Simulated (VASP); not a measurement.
Set up this calculation in VASP 6.6.1, as the native input.

- Task: single point
- Functional: PBE
- Potentials or basis: VASP PAW PBE potentials, release 64 (Sn_d, O)
- Cutoff: 520 eV
- k mesh: 6 × 6 × 8
- Occupations: fermi-dirac, width 0.05 eV
- Spin: no spin polarisation
- Dipole correction: no
- Further INCAR settings: ALGO = Normal; EDIFF = 1e-07; NBANDS = 35

The structure of SnO2 lies in POSCAR:

```
SnO2
1.0
    4.8252061014      0.0000000000      0.0000000000
    0.0000000000      4.8252061014      0.0000000000
    0.0000000000      0.0000000000      3.2384418811
Sn O
2 4
Direct
    0.5000000000      0.5000000000      0.5000000000
    0.0000000000      0.0000000000      0.0000000000
    0.8066102267      0.1933897733      0.5000000000
    0.6933897733      0.6933897733      0.0000000000
    0.1933897733      0.8066102267      0.5000000000
    0.3066102267      0.3066102267      0.0000000000
```

These files were run (other wordings do the same):

INCAR

```
PREC = Accurate
ENCUT = 520
EDIFF = 1E-7
ISMEAR = -1
SIGMA = 0.05
LREAL = False
LASPH = True
NELM = 80
ALGO = Normal
ISIF = 2
LWAVE = False
LCHARG = False
GGA = PE
NBANDS = 35
```

KPOINTS

```
regular mesh
0
Gamma
  6 6 8
```

Potentials or basis: VASP PAW PBE potentials, release 64 (Sn_d, O).

Run with:

```console
$ cat potpaw_PBE.64/Sn_d/POTCAR potpaw_PBE.64/O/POTCAR > POTCAR
$ mpirun -np 1 vasp_std > vasp.out
```

Results of the run:

| Item | Value |
| --- | --- |
| Pressure | 0.7 GPa |
| Largest force | 0.023 eV/Å |
| Band gap on the k mesh | 0.68 eV |

Caveat: spin-orbit coupling is left out, which moves the levels of the heavy elements.

Wall time 59 s on 1 thread of Intel(R) Xeon(R) 6975P-C (Granite Rapids) (shared host), peak memory 0.24 GiB.
